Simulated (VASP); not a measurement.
# NbVS3 (Pm-3m) in VASP: a series of runs, part 2 of 2

VASP 6.6.1.

### Step 4. Relaxation of cell and atoms, PBE, collinear spin, ferromagnetic start

The input, INCAR:

```
ALGO     = Normal         # electronic algorithm
EDIFF    = 1E-6           # SCF threshold, eV
EDIFFG   = -0.04          # ionic threshold
ENCUT    = 600            # plane-wave cutoff, eV
GGA      = PE             # functional
IBRION   = 2              # ionic algorithm
ISIF     = 3              # what is computed and relaxed
ISMEAR   = 0              # smearing method
ISPIN    = 2              # spin polarisation
LASPH    = T              # aspherical terms in the spheres
LCHARG   = F              # write CHGCAR
LMAXMIX  = 4              # l up to which the mixer works
LORBIT   = 11             # projections on sites
LREAL    = F              # projectors in reciprocal space
LWAVE    = F              # write WAVECAR
MAGMOM   = 0 2 0 0 0      # initial moments
NELM     = 150            # most SCF steps
NSW      = 90             # ionic steps
PREC     = Accurate       # precision mode
SIGMA    = 0.1            # smearing width, eV
```

The input, KPOINTS:

```
k-points
0
Gamma
  4 4 4
```

The input, POSCAR:

```
NbVS3
1.0
    4.1515148100      0.0000000000      0.0000000000
    0.0000000000      4.1515148100      0.0000000000
    0.0000000000      0.0000000000      4.1515148100
Nb V S
1 1 3
Direct
    0.0000000000      0.0000000000      0.0000000000
    0.5000000000      0.5000000000      0.5000000000
    0.0000000000      0.5000000000      0.5000000000
    0.5000000000      0.0000000000      0.5000000000
    0.5000000000      0.5000000000      0.0000000000
```

The run is started by

```sh
$ cat potpaw_PBE.64/Nb_sv/POTCAR potpaw_PBE.64/V_sv/POTCAR potpaw_PBE.64/S/POTCAR > POTCAR
$ mpirun -np 1 vasp_std > vasp.out
```

Run time: 16 min. Hardware: 1 thread of Intel Xeon 8259CL, shared host; peak memory 0.27 GiB.

Results (log left out):

* Free energy: -31.1422 eV
* Relaxed volume: 18.72 Å³/atom
* Relaxed cell: a = 4.541 Å, b = 4.541 Å, c = 4.541 Å, α = 90.00°, β = 90.00°, γ = 90.00°
* Space group after relaxing (to 0.1 Å): Pm-3m (No. 221)
* Energy gained by relaxing: 454.0 meV/atom
* Ionic steps: 4
* Pressure after relaxing: -0.2 GPa
* Net moment: 3.62 μB per cell
* Site moments: Nb +2.06; V +1.24; S -0.14 μB
* Valence electrons inside the program's atomic spheres: Nb 10.42; V 11.69; S 3.73

The path:
| step | energy change (eV) | largest force (eV/Å) | pressure (GPa) | volume (Å³) |
| --- | --- | --- | --- | --- |
| 1 | 0.0000 | 0.0000 | 37.75 | 71.55 |
| 2 | -1.0794 | 0.0000 | -12.02 | 112.45 |
| 3 | -2.2674 | 0.0000 | 0.94 | 92.49 |
| 4 | -2.2698 | 0.0000 | -0.22 | 93.62 |

Final structure:
```
CELL_PARAMETERS angstrom
4.54073 0.00000 0.00000
0.00000 4.54073 0.00000
0.00000 0.00000 4.54073
ATOMIC_POSITIONS crystal
Nb 0.00000 0.00000 0.00000
V 0.50000 0.50000 0.50000
S 0.00000 0.50000 0.50000
S 0.50000 0.00000 0.50000
S 0.50000 0.50000 0.00000
```

Levels at points of the mesh, in eV from the Fermi level:
Spin up:
```tsv
k point	band 21	band 22	band 23	band 24	band 25	band 26	band 27
(0.00, 0.00, 0.00)	-1.35	-1.35	-0.89	-0.89	-0.89	-0.37	-0.37
(0.50, 0.00, 0.00)	-1.45	-0.80	-0.52	0.43	0.66	0.66	1.09
(0.50, 0.50, 0.00)	-0.75	-0.39	-0.22	-0.22	0.45	0.95	1.26
(0.50, 0.50, 0.50)	-0.38	-0.38	-0.18	-0.18	-0.18	-0.14	0.53
```
Spin down:
| k point | band 18 | band 19 | band 20 | band 21 | band 22 | band 23 |
| --- | --- | --- | --- | --- | --- | --- |
| (0.00, 0.00, 0.00) | -0.96 | -0.96 | -0.96 | -0.65 | -0.65 | -0.65 |
| (0.50, 0.00, 0.00) | -3.38 | -1.55 | -1.55 | -0.30 | 0.90 | 1.03 |
| (0.50, 0.50, 0.00) | -3.22 | -3.22 | -0.77 | 1.01 | 1.19 | 1.34 |
| (0.50, 0.50, 0.50) | -0.42 | -0.42 | -0.42 | 0.98 | 1.25 | 1.25 |

Caveat: the k points lie up to 0.35 Å⁻¹ apart in the final cell; the volume moved by over 15 % at a fixed basis, so the end points are rough; the highest band is partly filled, so the run has too few bands.

### Step 5. Single point, PBE, collinear spin, ferromagnetic start

This run uses another cell than the first one, of 18.77 Å³/atom.

The input, INCAR:

```
PREC = Accurate
ENCUT = 520
EDIFF = 1E-6
ISMEAR = 0
SIGMA = 0.1
LREAL = False
LASPH = True
NELM = 150
ALGO = Normal
ISIF = 2
LWAVE = False
LCHARG = True
ISPIN = 2
MAGMOM = 2.5 1.2 0 0 0
LORBIT = 11
LMAXMIX = 4
GGA = PE
LELF = True
LVHAR = True
NBANDS = 34
```

The input, KPOINTS:

```
regular mesh
0
Gamma
  8 8 8
```

Changes to POSCAR since step 4:

```diff
@@ -2,5 +2,5 @@
 1.0
-    4.1515148100      0.0000000000      0.0000000000
-    0.0000000000      4.1515148100      0.0000000000
-    0.0000000000      0.0000000000      4.1515148100
+    4.5442492016      0.0000000000      0.0000000000
+    0.0000000000      4.5442492016      0.0000000000
+    0.0000000000      0.0000000000      4.5442492016
 Nb V S
```

Potentials or basis: VASP PAW PBE potentials, release 64 (Nb_sv, V_sv, S).

The run is started by

```sh
$ cat potpaw_PBE.64/Nb_sv/POTCAR potpaw_PBE.64/V_sv/POTCAR potpaw_PBE.64/S/POTCAR > POTCAR
$ mpirun -np 1 vasp_std > vasp.out
```

OUTCAR:

```text
PREC = Accurate
   ENCUT = 520
   EDIFF = 1E-6
   ISMEAR = 0
   LREAL = False
   LASPH = True
   NELM = 150
   ISIF = 2
   ISPIN = 2
   LORBIT = 11
   GGA = PE

 ion  position               nearest neighbor table
   1  0.000  0.000  0.000-
   2  0.500  0.500  0.500-   3 2.27   4 2.27   5 2.27   5 2.27   4 2.27   3 2.27
   3  0.000  0.500  0.500-   2 2.27   2 2.27
   4  0.500  0.000  0.500-   2 2.27   2 2.27
   5  0.500  0.500  0.000-   2 2.27   2 2.27

  LATTYP: Found a simple cubic cell.
 ALAT       =     4.5442492016
[... 2009 lines left out ...]
     0.000000000  4.544249202  0.000000000     0.000000000  0.220058354  0.000000000
     0.000000000  0.000000000  4.544249202     0.000000000  0.000000000  0.220058354

 POSITION                                       TOTAL-FORCE (eV/Angst)
 -----------------------------------------------------------------------------------
      0.00000      0.00000      0.00000         0.000000      0.000000      0.000000
      2.27212      2.27212      2.27212         0.000000      0.000000      0.000000
      0.00000      2.27212      2.27212         0.000000      0.000000      0.000000
      2.27212      0.00000      2.27212         0.000000      0.000000      0.000000
      2.27212      2.27212      0.00000         0.000000      0.000000      0.000000
 -----------------------------------------------------------------------------------
    total drift:                                0.000000      0.000000      0.000000

  FREE ENERGIE OF THE ION-ELECTRON SYSTEM (eV)
  ---------------------------------------------------
  free  energy   TOTEN  =       -31.1487362939 eV

  energy  without entropy=      -31.1232321028  energy(sigma->0) =      -31.13598420

 total charge

# of ion       s       p       d       tot
------------------------------------------
    1        2.067   5.902   2.459  10.428
    2        2.258   6.269   3.160  11.687
    3        1.356   2.369   0.000   3.726
    4        1.356   2.369   0.000   3.726
    5        1.356   2.369   0.000   3.726
--------------------------------------------------
tot          8.395  19.279   5.619  33.292

 magnetization (x)

# of ion       s       p       d       tot
------------------------------------------
    1        0.032   0.012   2.032   2.076
    2        0.017   0.013   1.303   1.334
    3       -0.000  -0.146   0.000  -0.146
    4       -0.000  -0.146   0.000  -0.146
    5       -0.000  -0.146   0.000  -0.146
--------------------------------------------------
tot          0.049  -0.413   3.335   2.971
```

Run time: 6.2 min. Hardware: 1 thread of Intel Xeon 8259CL, shared host; peak memory 0.36 GiB.

Results:

* Free energy: -31.1487 eV
* Pressure: 0.0 GPa
* Net moment: 3.75 μB per cell
* Site moments: Nb +2.08; V +1.33; S -0.15 μB
* Valence electrons inside the program's atomic spheres: Nb 10.43; V 11.69; S 3.73

With open d or f shells a metallic result of PBE can be an artefact of self-interaction; +U or a hybrid may open a gap.

### Step 6. The runs side by side

| task | cell | k mesh | cutoff (eV) | gap on the mesh (eV) | pressure (GPa) | moment (μB) |
| --- | --- | --- | --- | --- | --- | --- |
| single point | a = 4.152 Å, 5 atoms | 4 × 4 × 4 | 520 | none | 37.7 | 0.01 |
| single point | a = 4.538 Å, 5 atoms | 4 × 4 × 4 | 520 | none | -3.0 | 1.12 |
| relaxation of cell and atoms | relaxed from a = 4.152 Å, 5 atoms | 4 × 4 × 4 | 600 | - | -0.2 | 3.62 |
| single point | a = 4.544 Å, 5 atoms | 8 × 8 × 8 | 520 | none | 0.0 | 3.75 |

Alike in all rows: level PBE; potentials or basis VASP PAW PBE potentials, release 64 (Nb_sv, V_sv, S); spin collinear, ferromagnetic start; smearing gaussian 0.1 eV.

Caveats: some runs use coarse meshes; the moments typed at the start vanished in this run (at least some runs); the cell stands under tension (at least some runs); the volume moved by over 15 % at a fixed basis, so the end points are rough (at least some runs); the highest band is partly filled, so the run has too few bands (at least some runs).

Total energies depend on the potentials used, so only differences within one code and one set of settings carry meaning.
